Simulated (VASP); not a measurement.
# Ni in VASP: a series of runs, part 2 of 2

VASP 6.6.1. The steps go on from the part before.

## 3. Single point, LDA, collinear spin, ferromagnetic start (10.50 Å³/atom)

This run uses another cell than the first one, of 10.50 Å³/atom.

Input file INCAR:

```
ALGO = Normal ; EDIFF = 1E-6
ENCUT = 520 ; GGA = CA
ISIF = 2 ; ISMEAR = -1
ISPIN = 2 ; LASPH = T
LCHARG = F ; LMAXMIX = 4
LORBIT = 11 ; LREAL = F
LWAVE = F ; MAGMOM = 1.5
NBANDS = 15 ; NELM = 150
PREC = Accurate ; SIGMA = 0.05
```

Input file KPOINTS:

```
k-points
0
Gamma
  20 20 20
```

Input file POSCAR:

```
Ni
1.0
    0.0000000000      1.7379789558      1.7379789558
    1.7379789558      0.0000000000      1.7379789558
    1.7379789558      1.7379789558      0.0000000000
Ni
1
Direct
    0.0000000000      0.0000000000      0.0000000000
```

Potentials or basis: VASP PAW LDA potentials, release 64 (Ni).

Command:

```bash
> cat potpaw_LDA.64/Ni/POTCAR > POTCAR
> mpirun -np 1 vasp_std > vasp.out
```

Run time: 44 s. Hardware: 1 thread of AMD EPYC 9R45 (Zen 5), shared host; peak memory 0.13 GiB.

The run converged. Its results:

```
Free energy                                           : -6.5703 eV
Pressure                                              : -10.2 GPa
Net moment                                            : 0.60 μB per cell
Site moments                                          : Ni +0.61 μB
Valence electrons inside the program's atomic spheres : Ni 9.38
```

Levels at points of the mesh, in eV from the Fermi level:
Spin up:
```tsv
k point	band 3	band 4	band 5	band 6	band 7	band 8
(0.00, 0.00, 0.00)	-2.44	-2.44	-1.23	-1.23	24.09	28.12
(0.50, 0.00, 0.00)	-2.44	-0.50	-0.50	-0.32	5.98	22.59
(0.50, 0.50, 0.00)	-0.47	-0.34	-0.34	2.48	9.60	15.11
```
Spin down:
```
           k point  band 1  band 2  band 3  band 4  band 5  band 6  band 7  band 8  band 9  band 10
(0.00, 0.00, 0.00)   -9.18   -1.82   -1.82   -1.82   -0.66   -0.66   24.07   28.17   28.17    28.17
(0.50, 0.00, 0.00)   -4.60   -1.89   -1.89   -0.28    0.16    0.16    6.36   22.57   25.30    25.30
(0.50, 0.50, 0.00)   -4.47   -3.80    0.12    0.37    0.37    2.53    9.88   15.18   15.18    20.51
```

Caveat: the cell stands under tension.

## 4. Single point, LDA, collinear spin, ferromagnetic start (10.78 Å³/atom)

This run uses another cell than the first one, of 10.78 Å³/atom.

Input file INCAR:

```
SYSTEM = Ni
ALGO = Normal ; EDIFF = 1E-6
ENCUT = 520 ; ISIF = 2
ISMEAR = -1 ; ISPIN = 2
LASPH = .True. ; LCHARG = .False.
LMAXMIX = 4 ; LORBIT = 11
LREAL = .False. ; LWAVE = .False.
MAGMOM = 1.5 ; NBANDS = 15
NELM = 150 ; PREC = Accurate
SIGMA = 0.05
```

Input file KPOINTS:

```
k-points
0
Gamma
  20 20 20
  0 0 0
```

Input file POSCAR:

```
Ni
1.0
    0.0000000000      1.7530925749      1.7530925749
    1.7530925749      0.0000000000      1.7530925749
    1.7530925749      1.7530925749      0.0000000000
Ni
1
Direct
    0.0000000000      0.0000000000      0.0000000000
```

Potentials or basis: VASP PAW LDA potentials, release 64 (Ni).

Command:

```bash
> cat potpaw_LDA.64/Ni/POTCAR > POTCAR
> mpirun -np 1 vasp_std > vasp.out
```

OUTCAR:

```text
SYSTEM = Ni
   EDIFF = 1E-6
   ENCUT = 520
   ISIF = 2
   ISMEAR = -1
   ISPIN = 2
   LASPH = .True.
   LORBIT = 11
   LREAL = .False.
   NELM = 150
   PREC = Accurate

 ion  position               nearest neighbor table
   1  0.000  0.000  0.000-

  LATTYP: Found a face centered cubic cell.
 ALAT       =     3.5061851498

  Lattice vectors:

 A1 = (   0.0000000000,   1.7530925749,   1.7530925749)
 A2 = (   1.7530925749,   0.0000000000,   1.7530925749)
[... 1071 lines left out ...]
  -------------------------------------------------------------------------------------
  Total       -1.0109713     -1.0109713     -1.0109713      0.0000000      0.0000000     -0.0000000
  in kB     -150.3158805   -150.3158805   -150.3158805      0.0000000      0.0000000     -0.0000000
  external PRESSURE =    -150.3158805 kB  Pullay stress =       0.0000000 kB

 VOLUME and BASIS-vectors are now :
 -----------------------------------------------------------------------------
  energy-cutoff  :      520.00
  volume of cell :       10.78
      direct lattice vectors                 reciprocal lattice vectors
     0.000000000  1.753092575  1.753092575    -0.285210266  0.285210266  0.285210266
     1.753092575  0.000000000  1.753092575     0.285210266 -0.285210266  0.285210266
     1.753092575  1.753092575  0.000000000     0.285210266  0.285210266 -0.285210266

 POSITION                                       TOTAL-FORCE (eV/Angst)
 -----------------------------------------------------------------------------------
      0.00000      0.00000      0.00000        -0.000000     -0.000000     -0.000000
 -----------------------------------------------------------------------------------
    total drift:                                0.000000     -0.000000      0.000000

  FREE ENERGIE OF THE ION-ELECTRON SYSTEM (eV)
  ---------------------------------------------------
  free  energy   TOTEN  =        -6.5482659527 eV

  energy  without entropy=       -6.5332105730  energy(sigma->0) =       -6.54073826

 total charge

# of ion       s       p       d       tot
------------------------------------------
    1        0.504   0.504   8.329   9.337

 magnetization (x)

# of ion       s       p       d       tot
------------------------------------------
    1       -0.005  -0.018   0.635   0.612
```

OSZICAR:

```text
N       E                     dE             d eps       ncg     rms          rms(c)
DAV:   1     0.324322475003E+02    0.32432E+02   -0.42061E+03 16335   0.864E+02
DAV:   2    -0.614297713294E+01   -0.38575E+02   -0.35658E+02 17516   0.163E+02
DAV:   3    -0.760684082829E+01   -0.14639E+01   -0.14545E+01 18888   0.312E+01
DAV:   4    -0.761575129516E+01   -0.89105E-02   -0.89092E-02 18675   0.231E+00
DAV:   5    -0.761585690603E+01   -0.10561E-03   -0.10561E-03 19261   0.228E-01    0.107E+01
DAV:   6    -0.694871699042E+01    0.66714E+00   -0.14400E+01 22235   0.432E+01    0.631E+00
DAV:   7    -0.656784323287E+01    0.38087E+00   -0.27375E+00 20362   0.166E+01    0.179E+00
DAV:   8    -0.655252140773E+01    0.15322E-01   -0.22905E-02 18569   0.940E-01    0.910E-01
DAV:   9    -0.654920834923E+01    0.33131E-02   -0.19763E-03 25599   0.246E-01    0.301E-01
DAV:  10    -0.654828166397E+01    0.92669E-03   -0.10008E-03 26197   0.169E-01    0.371E-02
DAV:  11    -0.654826607472E+01    0.15589E-04   -0.20947E-05 22426   0.290E-02    0.243E-02
DAV:  12    -0.654826595274E+01    0.12199E-06   -0.54667E-06 16745   0.124E-02
   1 F= -.65482660E+01 E0= -.65407383E+01  d E =-.150554E-01  mag=     0.6070
```

stdout:

```text
POSCAR found type information on POSCAR Ni
 POSCAR found :  1 types and       1 ions
 scaLAPACK will be used
 LDA part: xc-table for (Slater(with rela. corr.)+CA(PZ))
 , standard interpolation
 POSCAR, INCAR and KPOINTS ok, starting setup
 FFT: planning ... GRIDC
 FFT: planning ... GRID_SOFT
 FFT: planning ... GRID
 WAVECAR not read
 entering main loop
```

It took 44 s on 1 thread of AMD EPYC 9R45 (Zen 5), shared host; peak memory 0.13 GiB.

What came out:

```yaml
Free_energy: -6.5483 eV
Pressure: -15.0 GPa
Net_moment: 0.61 μB per cell
Site_moments: Ni +0.61 μB
Valence_electrons_inside_the_program's_atomic_spheres: Ni 9.34
```

Caveat: the cell stands under tension.

## 5. Single point, LDA, collinear spin, ferromagnetic start

This run uses another cell than the first one, of 11.05 Å³/atom.

Input file INCAR:

```
PREC = Accurate ; ENCUT = 520
EDIFF = 1E-6 ; ISMEAR = -1
SIGMA = 0.05 ; LREAL = False
LASPH = True ; NELM = 150
ALGO = Normal ; ISIF = 2
LWAVE = False ; LCHARG = False
ISPIN = 2 ; MAGMOM = 1.5
LORBIT = 11 ; LMAXMIX = 4
GGA = CA ; NBANDS = 15
```

Input file KPOINTS:

```
regular mesh
0
Gamma
  20 20 20
```

Input file POSCAR:

```
Ni
1.0
    0.0000000000      1.7679500000      1.7679500000
    1.7679500000      0.0000000000      1.7679500000
    1.7679500000      1.7679500000      0.0000000000
Ni
1
Direct
    0.0000000000      0.0000000000      0.0000000000
```

Command:

```bash
> cat potpaw_LDA.64/Ni/POTCAR > POTCAR
> mpirun -np 1 vasp_std > vasp.out
```

Wall time 53 s (1 thread of AMD EPYC 9R45 (Zen 5), shared host); peak memory 0.14 GiB.

The run converged. Its results:

| Quantity | Value |
| --- | --- |
| Free energy | -6.5185 eV |
| Pressure | -19.2 GPa |
| Net moment | 0.61 μB per cell |
| Site moments | Ni +0.62 μB |
| Valence electrons inside the program's atomic spheres | Ni 9.29 |

Levels at points of the mesh, in eV from the Fermi level:
Spin up:
```
           k point  band 2  band 3  band 4  band 5  band 6  band 7  band 8  band 9
(0.00, 0.00, 0.00)   -2.31   -2.31   -2.31   -1.18   -1.18   23.66   27.28   27.28
(0.50, 0.00, 0.00)   -2.31   -2.31   -0.51   -0.51   -0.22    5.61   22.19   24.29
(0.50, 0.50, 0.00)   -4.04   -0.48   -0.37   -0.37    2.45    9.14   14.63   14.63
```
Spin down:
```csv
k point,band 2,band 3,band 4,band 5,band 6,band 7,band 8,band 9
"(0.00, 0.00, 0.00)",-1.69,-1.69,-1.69,-0.61,-0.61,23.64,27.33,27.33
"(0.50, 0.00, 0.00)",-1.75,-1.75,-0.19,0.15,0.15,5.99,22.16,24.40
"(0.50, 0.50, 0.00)",-3.52,0.12,0.34,0.34,2.50,9.41,14.70,14.70
```

Caveat: the cell stands under tension.

## 6. Single point, LDA, collinear spin, ferromagnetic start (11.33 Å³/atom)

This run uses another cell than the first one, of 11.33 Å³/atom.

Input file INCAR:

```
SYSTEM = Ni
PREC = Accurate ; ENCUT = 520
EDIFF = 1E-6 ; ISMEAR = -1
SIGMA = 0.05 ; LREAL = .False.
LASPH = .True. ; NELM = 150
ALGO = Normal ; ISIF = 2
LWAVE = .False. ; LCHARG = .False.
ISPIN = 2 ; MAGMOM = 1.5
LORBIT = 11 ; LMAXMIX = 4
GGA = CA ; NBANDS = 15
```

Input file KPOINTS:

```
Automatic mesh
0
Gamma
  20 20 20
  0 0 0
```

Input file POSCAR:

```
Ni
1.0
    0.0000000000      1.7825618196      1.7825618196
    1.7825618196      0.0000000000      1.7825618196
    1.7825618196      1.7825618196      0.0000000000
Ni
1
Direct
    0.0000000000      0.0000000000      0.0000000000
```

Potentials or basis: VASP PAW LDA potentials, release 64 (Ni).

Command:

```bash
> cat potpaw_LDA.64/Ni/POTCAR > POTCAR
> mpirun -np 1 vasp_std > vasp.out
```

Wall time 53 s (1 thread of AMD EPYC 9R45 (Zen 5), shared host); peak memory 0.14 GiB.

The run converged. Its results:

* Free energy: -6.4822 eV
* Pressure: -22.7 GPa
* Net moment: 0.61 μB per cell
* Site moments: Ni +0.62 μB
* Valence electrons inside the program's atomic spheres: Ni 9.25

Levels at points of the mesh, in eV from the Fermi level:
Spin up:
| k point | band 2 | band 3 | band 4 | band 5 | band 6 | band 7 | band 8 | band 9 |
| --- | --- | --- | --- | --- | --- | --- | --- | --- |
| (0.00, 0.00, 0.00) | -2.25 | -2.25 | -2.25 | -1.16 | -1.16 | 23.45 | 26.88 | 26.88 |
| (0.50, 0.00, 0.00) | -2.25 | -2.25 | -0.52 | -0.52 | -0.17 | 5.43 | 21.99 | 23.87 |
| (0.50, 0.50, 0.00) | -3.92 | -0.49 | -0.38 | -0.38 | 2.44 | 8.92 | 14.41 | 14.41 |
Spin down:
```csv
k point,band 3,band 4,band 5,band 6,band 7,band 8
"(0.00, 0.00, 0.00)",-1.62,-1.62,-0.59,-0.59,23.43,26.93
"(0.50, 0.00, 0.00)",-1.68,-0.15,0.14,0.14,5.81,21.96
"(0.50, 0.50, 0.00)",0.11,0.33,0.33,2.48,9.19,14.47
```

Caveat: the cell stands under tension.

## 7. The runs side by side

| cell | gap on the mesh (eV) | pressure (GPa) | moment (μB) |
| --- | --- | --- | --- |
| a = 2.538, b = 2.538, c = 2.575 Å, angles 59.5, 59.5, 61.0°, 1 atom | none | -26.8 | 0.62 |
| a = 2.458 Å, angles 60.0°, 1 atom | none | -10.2 | 0.60 |
| a = 2.479 Å, angles 60.0°, 1 atom | none | -15.0 | 0.61 |
| a = 2.500 Å, angles 60.0°, 1 atom | none | -19.2 | 0.61 |
| a = 2.521 Å, angles 60.0°, 1 atom | none | -22.7 | 0.61 |

Alike in all rows: task single point; level LDA; potentials or basis VASP PAW LDA potentials, release 64 (Ni); spin collinear, ferromagnetic start; k mesh 20 × 20 × 20; cutoff (eV) 520; smearing fermi-dirac 0.05 eV.

Caveats: the cell stands under tension.

Total energies depend on the potentials used, so only differences within one code and one set of settings carry meaning.
